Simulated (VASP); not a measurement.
# Ru (P6_3/mmc) in VASP: notebook

The runs below take Ru through single point, with r2SCAN.

Everything below comes from runs of VASP 6.6.1. Logs are shortened: lines on timing, memory, paths and dates and some standing lists are left out, and cuts for length are marked.

**1. The cell of the first run**

Symmetry: P6_3/mmc, No. 194, hexagonal system. The conventional cell has a = 2.715 Å, b = 2.715 Å, c = 4.296 Å, α = 90.00°, β = 90.00°, γ = 120.00°. Ru (site symmetry -6m2) has 12 Ru at 2.66 to 2.71 Å within 3.5 Å.

**2. Single point, r2SCAN**

Contents of POSCAR:

```
Ru
1.0
    2.7147894348      0.0000000000      0.0000000000
   -1.3573947174      2.3510770804      0.0000000000
    0.0000000000      0.0000000000      4.2961256859
Ru
2
Direct
    0.3333333333      0.6666666667      0.2500000000
    0.6666666667      0.3333333333      0.7500000000
```

Contents of INCAR.step1:

```
SYSTEM = Ru
PREC = Accurate
ENCUT = 660
ISMEAR = -1
SIGMA = 0.1
LREAL = .FALSE.
LASPH = .TRUE.
NELM = 120
NBANDS = 23
GGA = PE
ALGO = Normal
EDIFF = 1E-5
LWAVE = .TRUE.
LCHARG = .FALSE.
GGA_COMPAT = .FALSE.
```

Contents of INCAR.step2:

```
SYSTEM = Ru
PREC = Accurate
ENCUT = 660
EDIFF = 1E-6
ISMEAR = -1
SIGMA = 0.1
LREAL = .FALSE.
LASPH = .TRUE.
NELM = 120
ALGO = Normal
ISIF = 2
LWAVE = .FALSE.
LCHARG = .FALSE.
METAGGA = R2SCAN
LMIXTAU = .TRUE.
NBANDS = 23
ISTART = 1
GGA_COMPAT = .FALSE.
```

Contents of KPOINTS:

```
Automatic mesh
0
G
  12 12 7
  0 0 0
```

Potentials or basis: VASP PAW PBE potentials, release 64 (Ru_sv).

Command:

```bash
cat potpaw_PBE.64/Ru_sv/POTCAR > POTCAR
cp INCAR.step1 INCAR
mpirun -np 1 vasp_std > vasp.out
cp INCAR.step2 INCAR
mpirun -np 1 vasp_std > vasp.out
```

OUTCAR:

```text
SYSTEM = Ru
   PREC = Accurate
   ENCUT = 660
   EDIFF = 1E-6
   ISMEAR = -1
   LREAL = .FALSE.
   LASPH = .TRUE.
   NELM = 120
   ISIF = 2
   METAGGA = R2SCAN
   ISTART = 1

 ion  position               nearest neighbor table
   1  0.333  0.667  0.250-   2 2.66   2 2.66   2 2.66   2 2.66   2 2.66   2 2.66
   2  0.667  0.333  0.750-   1 2.66   1 2.66   1 2.66   1 2.66   1 2.66   1 2.66

  LATTYP: Found a hexagonal cell.
 ALAT       =     2.7147894348
 C/A-ratio  =     1.5824894671

  Lattice vectors:

 A1 = (   2.7147894348,   0.0000000000,   0.0000000000)
 A2 = (  -1.3573947174,   2.3510770804,   0.0000000000)
 A3 = (   0.0000000000,   0.0000000000,   4.2961256859)

Analysis of symmetry for initial positions (statically):
=====================================================================
 Subroutine PRICEL returns:
 Original cell was already a primitive cell.

 Routine SETGRP: Setting up the symmetry group for a
 hexagonal supercell.

 Subroutine GETGRP returns: Found 24 space group operations
 (whereof 12 operations were pure point group operations)
 out of a pool of 24 trial point group operations.

The static configuration has the point symmetry D_3d.
 The point group associated with its full space group is D_6h.

Analysis of symmetry for dynamics (positions and initial velocities):
=====================================================================
 Subroutine PRICEL returns:
 Original cell was already a primitive cell.

 Routine SETGRP: Setting up the symmetry group for a
 hexagonal supercell.

 Subroutine GETGRP returns: Found 24 space group operations
 (whereof 12 operations were pure point group operations)
 out of a pool of 24 trial point group operations.

The dynamic configuration has the point symmetry D_3d.
 The point group associated with its full space group is D_6h.

 Subroutine INISYM returns: Found 24 space group operations
 (whereof 12 operations are pure point group operations),
 and found     1 'primitive' translations

----------------------------------------------------------------------------------------

                                     Primitive cell

  volume of cell :      27.4208

  direct lattice vectors                    reciprocal lattice vectors
     2.714789435  0.000000000  0.000000000     0.368352693  0.212668485  0.000000000
    -1.357394717  2.351077080  0.000000000     0.000000000  0.425336969  0.000000000
     0.000000000  0.000000000  4.296125686     0.000000000  0.000000000  0.232767864

  length of vectors
     2.714789435  2.714789837  4.296125686     0.425337032  0.425336969  0.232767864

  position of ions in fractional coordinates (direct lattice)
     0.333333333  0.666666667  0.250000000
     0.666666667  0.333333333  0.750000000

  ion indices of the primitive-cell ions
   primitive index   ion index
                 1           1
                 2           2

----------------------------------------------------------------------------------------

 KPOINTS: Automatic mesh

Automatic generation of k-mesh.
 Grid dimensions read from file:
 generate k-points for:   12   12    7

 Generating k-lattice:

  Cartesian coordinates                     Fractional coordinates (reciprocal lattice)
     0.030696058  0.017722374  0.000000000     0.083333333  0.000000000  0.000000000
     0.000000000  0.035444747  0.000000000     0.000000000  0.083333333  0.000000000
     0.000000000  0.000000000  0.033252552     0.000000000  0.000000000  0.142857143

  Length of vectors
     0.035444753  0.035444747  0.033252552

  Shift w.r.t. Gamma in fractional coordinates (k-lattice)
     0.000000000  0.000000000  0.000000000

 Subroutine IBZKPT returns following result:
 ===========================================

 Found     76 irreducible k-points:

 Following reciprocal coordinates:
            Coordinates               Weight
  0.000000  0.000000  0.000000      1.000000
  0.083333  0.000000  0.000000      6.000000
  0.166667  0.000000  0.000000      6.000000
  0.250000  0.000000  0.000000      6.000000
  0.333333  0.000000  0.000000      6.000000
  0.416667  0.000000  0.000000      6.000000
[... 16 lines left out ...]
  0.250000  0.000000  0.142857     12.000000
  0.333333  0.000000  0.142857     12.000000
 [... further k-points ...]
   k-points           NKPTS =     76   k-points in BZ     NKDIM =     76   number of bands    NBANDS=     23
   number of dos      NEDOS =    301   number of ions     NIONS =      2
   total plane-waves  NPLWV =  20736
   dimension x,y,z NGX =    24 NGY =   24 NGZ =   36
   dimension x,y,z NGXF=    48 NGYF=   48 NGZF=   72
   ions per type =               2
   NGX,Y,Z   is equivalent  to a cutoff of  14.70, 14.70, 13.93 a.u.
   NGXF,Y,Z  is equivalent  to a cutoff of  29.39, 29.39, 27.86 a.u.
 SYSTEM =  Ru
   PREC   = accura    normal or accurate (medium, high low for compatibility)
   ISTART =      1    job   : 0-new  1-cont  2-samecut
   ICHARG =      0    charge: 1-file 2-atom 10-const
   ISPIN  =      1    spin polarized calculation?
   LNONCOLLINEAR =      F non collinear calculations
   LSORBIT =      F    spin-orbit coupling
   LASPH  =      T    aspherical Exc in radial PAW
   ENCUT  =  660.0 eV  48.51 Ry    6.96 a.u.   5.69  5.69  9.00*2*pi/ulx,y,z
   NELM   =    120;   NELMIN=  2; NELMDL=  0     # of ELM steps
   EDIFF  = 0.1E-05   stopping-criterion for ELM
   LREAL  =      F    real-space projection
   EDIFFG = 0.1E-04   stopping-criterion for IOM
   NSW    =      0    number of steps for IOM
   IBRION =     -1    ionic relax: 0-MD 1-quasi-New 2-CG
   NFREE  =      0    steps in history (QN), initial steepest desc. (CG)
   ISIF   =      2    stress and relaxation
   ISYM   =      2    0-nonsym 1-usesym 2-fastsym
   POTIM  = 0.5000    time-step for ionic-motion
   TEBEG  =    0.0;   TEEND  =   0.0 temperature during run
   PSTRESS=    0.0 pullay stress
   NELECT =      32.0000    total number of electrons
   NUPDOWN=      -1.0000    fix difference up-down
   EMIN   =  10.00;   EMAX   =-10.00  energy-range for DOS
   EFERMI =   0.00;   METHOD = LEGACY
   ISMEAR =    -1;   SIGMA  =   0.10  broadening in eV -4-tet -1-fermi 0-gaus
   EFERMI_NEDOS =   21; number of points for ismear=-14 and -15
   IALGO  =     38    algorithm
   IMIX   =      4    mixing-type and parameters
     AMIX     =   0.40;   BMIX     =  1.00
     AMIX_MAG =   1.60;   BMIX_MAG =  1.00
  volume/ion in A,a.u.               =      13.71        92.52
  Fermi-wavevector in a.u.,A,eV,Ry     =   1.723580  3.257094 40.419217  2.970729
  Thomas-Fermi vector in A             =   2.799430
   LORBIT       =      0    0 simple, 1 ext, 2 COOP (PROOUT), +10 PAW based schemes
   METAGGA = R2SCAN    functional components
   LHFCALC =     F    Hartree Fock is set to
   AEXX    =    0.0000 exact exchange contribution
   IVDW    =     0    specifies the selected vdW correction
   LEPSILON=     F    determine dielectric tensor
   LRPA    =     F    only Hartree local field effects (RPA)
 non-spin polarized calculation
  energy-cutoff  :      660.00
  volume of cell :       27.42
 maximum number of plane-waves:      1085
 NGX is ok and might be reduce to    24
   NGX = 11   NGY = 11   NGZ = 17

 number of electron      31.9999998 magnetization

 Free energy of the ion-electron system (eV)
  ---------------------------------------------------
  ext. energy  EPLUGINS =         0.00000000
  ---------------------------------------------------
  free energy    TOTEN  =       -50.96748756 eV

  energy without entropy =      -50.91867552  energy(sigma->0) =      -50.94308154

 E-fermi :  14.8628     XC(G=0): -15.4689

 val. band max:       14.7930684070   @ k =   0.4167   0.0833   0.2857
 cond. band min:      14.8698042590   @ k =   0.3333   0.1667   0.2857
 fundamental gap:      0.0767358520
 Fermi energy:        14.8628434578

 k-point     1 :       0.0000    0.0000    0.0000
  band No.  band energies     occupation
      1     -60.4766      2.00000
      2     -60.2604      2.00000
      3     -30.1969      2.00000
      4     -29.2322      2.00000
      5     -29.2322      2.00000
      6     -29.0552      2.00000
[... 15 lines left out ...]
     22      30.4007      0.00000
     23      33.0197      0.00000

 k-point     2 :       0.0833    0.0000    0.0000
  band No.  band energies     occupation
      1     -60.4659      2.00000
      2     -60.2562      2.00000
      3     -30.1722      2.00000
      4     -29.2842      2.00000
      5     -29.2497      2.00000
      6     -29.1094      2.00000
[... 15 lines left out ...]
     22      30.8317      0.00000
     23      33.3148      0.00000

 k-point     3 :       0.1667    0.0000    0.0000
  band No.  band energies     occupation
      1     -60.4362      2.00000
      2     -60.2454      2.00000
      3     -30.1016      2.00000
      4     -29.4266      2.00000
      5     -29.2961      2.00000
      6     -29.2545      2.00000
[... 15 lines left out ...]
     22      31.3868      0.00000
     23      33.7280      0.00000

 k-point     4 :       0.2500    0.0000    0.0000
  band No.  band energies     occupation
      1     -60.3937      2.00000
      2     -60.2323      2.00000
      3     -29.9948      2.00000
      4     -29.6213      2.00000
      5     -29.4463      2.00000
      6     -29.3567      2.00000
[... 15 lines left out ...]
     22      29.5368      0.00000
     23      32.3611      0.00000

 k-point     5 :       0.3333    0.0000    0.0000
  band No.  band energies     occupation
      1     -60.3475      2.00000
      2     -60.2227      2.00000
      3     -29.8685      2.00000
      4     -29.8158      2.00000
      5     -29.6313      2.00000
      6     -29.4152      2.00000
[... 434 lines left out ...]
 k-point    22 :       0.1667    0.0000    0.1429
  band No.  band energies     occupation
      1     -60.4269      2.00000
      2     -60.2549      2.00000
      3     -30.0599      2.00000
      4     -29.4107      2.00000
      5     -29.2930      2.00000
      6     -29.2856      2.00000
[... 15 lines left out ...]
     22      31.1955      0.00000
     23      33.4232      0.00000

 k-point    23 :       0.2500    0.0000    0.1429
  band No.  band energies     occupation
      1     -60.3858      2.00000
      2     -60.2404      2.00000
      3     -29.9805      2.00000
      4     -29.5893      2.00000
      5     -29.4829      2.00000
      6     -29.3449      2.00000
[... 15 lines left out ...]
     22      29.7092      0.00000
     23      32.3521      0.00000

 k-point    24 :       0.3333    0.0000    0.1429
  band No.  band energies     occupation
      1     -60.3414      2.00000
      2     -60.2290      2.00000
      3     -29.9440      2.00000
      4     -29.7242      2.00000
      5     -29.6486      2.00000
      6     -29.4021      2.00000
[... 15 lines left out ...]
     22      27.2659      0.00000
     23      31.0813      0.00000

 [... further k-points ...]

------------------------ aborting loop because EDIFF is reached ----------------------------------------

  FORCE on cell =-STRESS in cart. coord.  units (eV):
  Direction    XX          YY          ZZ          XY          YZ          ZX
  --------------------------------------------------------------------------------------
  -------------------------------------------------------------------------------------
  Total       -0.8164009     -0.8164012     -0.9662515     -0.0000000      0.0000000      0.0000000
  in kB      -47.7017196    -47.7017384    -56.4573884     -0.0000000      0.0000000      0.0000000
  external PRESSURE =     -50.6202821 kB  Pullay stress =       0.0000000 kB

 VOLUME and BASIS-vectors are now :
 -----------------------------------------------------------------------------
  energy-cutoff  :      660.00
  volume of cell :       27.42
      direct lattice vectors                 reciprocal lattice vectors
     2.714789435  0.000000000  0.000000000     0.368352693  0.212668485  0.000000000
    -1.357394717  2.351077080  0.000000000     0.000000000  0.425336969  0.000000000
     0.000000000  0.000000000  4.296125686     0.000000000  0.000000000  0.232767864

 POSITION                                       TOTAL-FORCE (eV/Angst)
 -----------------------------------------------------------------------------------
     -0.00000      1.56738      1.07403         0.000000      0.000000      0.000000
      1.35739      0.78369      3.22209         0.000000     -0.000000      0.000000
 -----------------------------------------------------------------------------------
    total drift:                               -0.000000      0.000000     -0.000000

  FREE ENERGIE OF THE ION-ELECTRON SYSTEM (eV)
  ---------------------------------------------------
  free  energy   TOTEN  =       -50.9674875624 eV

  energy  without entropy=      -50.9186755188  energy(sigma->0) =      -50.94308154
```

Wall time 92 s (1 thread of Intel Xeon Platinum 8488C (Sapphire Rapids), shared host); peak memory 0.19 GiB.

What came out:

```
Free energy            : -50.9675 eV
Pressure               : -5.1 GPa
Band gap on the k mesh : zero (bands 16 and 17 overlap by 3.05 eV)
```

Caveat: the cell stands under tension; the PAW data sets were made with another functional, which shifts forces and pressure a little.

**3. Single point, r2SCAN**

This run uses another cell than the first one, of 14.12 Å³/atom.

Contents of POSCAR:

```
Ru
1.0
    2.7414067149      0.0000000000      0.0000000000
   -1.3707033574      2.3741283257      0.0000000000
    0.0000000000      0.0000000000      4.3382472512
Ru
2
Direct
    0.3333333333      0.6666666667      0.2500000000
    0.6666666667      0.3333333333      0.7500000000
```

Contents of INCAR.step1:

```
  ALGO = Normal
  EDIFF = 1E-5
  ENCUT = 660
  GGA = PE
  GGA_COMPAT = F
  ISMEAR = -1
  LASPH = T
  LCHARG = F
  LREAL = F
  LWAVE = T
  NBANDS = 23
  NELM = 120
  PREC = Accurate
  SIGMA = 0.1
```

Contents of INCAR.step2:

```
  ALGO = Normal
  EDIFF = 1E-6
  ENCUT = 660
  GGA_COMPAT = F
  ISIF = 2
  ISMEAR = -1
  ISTART = 1
  LASPH = T
  LCHARG = T
  LELF = T
  LMIXTAU = T
  LREAL = F
  LVHAR = T
  LWAVE = F
  METAGGA = R2SCAN
  NBANDS = 23
  NELM = 120
  PREC = Accurate
  SIGMA = 0.1
```

Contents of KPOINTS:

```
k-points
0
Gamma
  12 12 7
```

Potentials or basis: VASP PAW PBE potentials, release 64 (Ru_sv).

Command:

```bash
cat potpaw_PBE.64/Ru_sv/POTCAR > POTCAR
cp INCAR.step1 INCAR
mpirun -np 1 vasp_std > vasp.out
cp INCAR.step2 INCAR
mpirun -np 1 vasp_std > vasp.out
```

Wall time 70 s (1 thread of Intel Xeon 6975P-C (Granite Rapids), shared host); peak memory 0.19 GiB.

Results (log left out):

```yaml
Free_energy: -50.9200 eV
Pressure: -13.6 GPa
Band_gap_on_the_k_mesh: zero (bands 16 and 17 overlap by 2.91 eV)
```

Stress tensor (GPa, compression positive):
```
-13.12   0.00   0.00
  0.00 -13.12   0.00
  0.00   0.00 -14.53
```

Levels at points of the mesh, in eV from the Fermi level:
```csv
k point,band 12,band 13,band 14,band 15,band 16,band 17,band 18,band 19,band 20,band 21
"(0.00, 0.00, 0.00)",-2.56,-2.39,-1.91,-1.91,-1.40,-1.40,1.14,1.14,1.28,10.28
"(0.50, 0.00, 0.00)",-2.99,-2.09,-1.82,-1.52,1.36,1.77,1.83,4.00,6.09,11.22
```

Caveat: the cell stands under tension; the PAW data sets were made with another functional, which shifts forces and pressure a little.

**4. Single point, r2SCAN**

This run uses another cell than the first one, of 13.30 Å³/atom.

Contents of POSCAR:

```
Ru
1.0
    2.6876397213      0.0000000000      0.0000000000
   -1.3438198606      2.3275647342      0.0000000000
    0.0000000000      0.0000000000      4.2531615502
Ru
2
Direct
    0.3333333333      0.6666666667      0.2500000000
    0.6666666667      0.3333333333      0.7500000000
```

Contents of INCAR.step1:

```
ALGO = Normal
EDIFF = 1E-5
ENCUT = 660
GGA = PE
GGA_COMPAT = F
ISMEAR = -1
LASPH = T
LCHARG = F
LREAL = F
LWAVE = T
NBANDS = 23
NELM = 120
PREC = Accurate
SIGMA = 0.1
```

Contents of INCAR.step2:

```
ALGO = Normal
EDIFF = 1E-6
ENCUT = 660
GGA_COMPAT = F
ISIF = 2
ISMEAR = -1
ISTART = 1
LASPH = T
LCHARG = F
LMIXTAU = T
LREAL = F
LWAVE = F
METAGGA = R2SCAN
NBANDS = 23
NELM = 120
PREC = Accurate
SIGMA = 0.1
```

KPOINTS is that of step 3.

Command:

```bash
cat potpaw_PBE.64/Ru_sv/POTCAR > POTCAR
cp INCAR.step1 INCAR
mpirun -np 1 vasp_std > vasp.out
cp INCAR.step2 INCAR
mpirun -np 1 vasp_std > vasp.out
```

Run time: 2.2 min. Hardware: 1 thread of Intel Xeon Platinum 8259CL at 2.50GHz (Skylake/Cascade Lake), shared host; peak memory 0.19 GiB.

Results (log left out):

```
Free energy            : -50.9676 eV
Pressure               : 5.1 GPa
Band gap on the k mesh : zero (bands 16 and 17 overlap by 3.20 eV)
```

Stress tensor (GPa, compression positive):
```
5.20 0.00 0.00
0.00 5.20 0.00
0.00 0.00 4.96
```

Levels at points of the mesh, in eV from the Fermi level:
```csv
k point,band 12,band 13,band 14,band 15,band 16,band 17,band 18,band 19,band 20,band 21
"(0.00, 0.00, 0.00)",-2.81,-2.62,-2.08,-2.08,-1.53,-1.53,1.25,1.25,1.35,11.02
"(0.50, 0.00, 0.00)",-3.26,-2.26,-1.93,-1.64,1.51,1.95,2.03,4.33,6.54,11.77
```

Caveat: the cell stands under pressure; the PAW data sets were made with another functional, which shifts forces and pressure a little.

**5. Overview**

```csv
cell,gap on the mesh (eV),pressure (GPa)
"a = 2.715, b = 2.715, c = 4.296 Å, angles 90.0, 90.0, 120.0°, 2 atoms",none,-5.1
"a = 2.741, b = 2.741, c = 4.338 Å, angles 90.0, 90.0, 120.0°, 2 atoms",none,-13.6
"a = 2.688, b = 2.688, c = 4.253 Å, angles 90.0, 90.0, 120.0°, 2 atoms",none,5.1
```

Alike in all rows: task single point; level r2SCAN; potentials or basis VASP PAW PBE potentials, release 64 (Ru_sv); no spin polarisation; k mesh 12 × 12 × 7; cutoff (eV) 660; smearing fermi-dirac 0.1 eV.

Caveats: the PAW data sets were made with another functional, which shifts forces and pressure a little; the cell stands under tension (at least some runs); the cell stands under pressure (at least some runs).

Absolute energies hang on the potentials; compare differences alone.
